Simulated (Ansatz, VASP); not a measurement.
## Two plane-wave programs on BaTiO3

```
Ba Ti O
1.0
     3.93720    0.00000    0.00000
     0.00000    3.93720    0.00000
     0.00000    0.00000    3.93720
Ba Ti O
1 1 3
Direct
  0.50000 0.50000 0.50000
  0.00000 0.00000 0.00000
  0.50000 0.00000 0.00000
  0.00000 0.50000 0.00000
  0.00000 0.00000 0.50000
```

Alike in both runs: task single point; functional PBE; k mesh 8 × 8 × 8; occupations gaussian, width 0.02 eV; no spin polarisation.

|  | VASP | Ansatz |
| --- | --- | --- |
| version | VASP 6.6.1 | Ansatz 0.2.0 |
| potentials or method | VASP PAW PBE potentials, release 64 (Ba_sv, Ti_sv, O), cutoff 520 eV | scalar-relativistic, plane waves, PAW |
| valence electrons in the cell | 40 | 40 |

Ansatz gave:

- gap on the k mesh at the Fermi level (eV): 1.92
- least direct gap on the mesh (eV): 1.97
- pressure (GPa): 11.6

Problem. Estimate VASP's values.

Solution. gap on the k mesh at the Fermi level (eV): 1.84; least direct gap on the mesh (eV): 1.94; pressure (GPa): 13.8.

Neither program's run includes spin-orbit coupling.
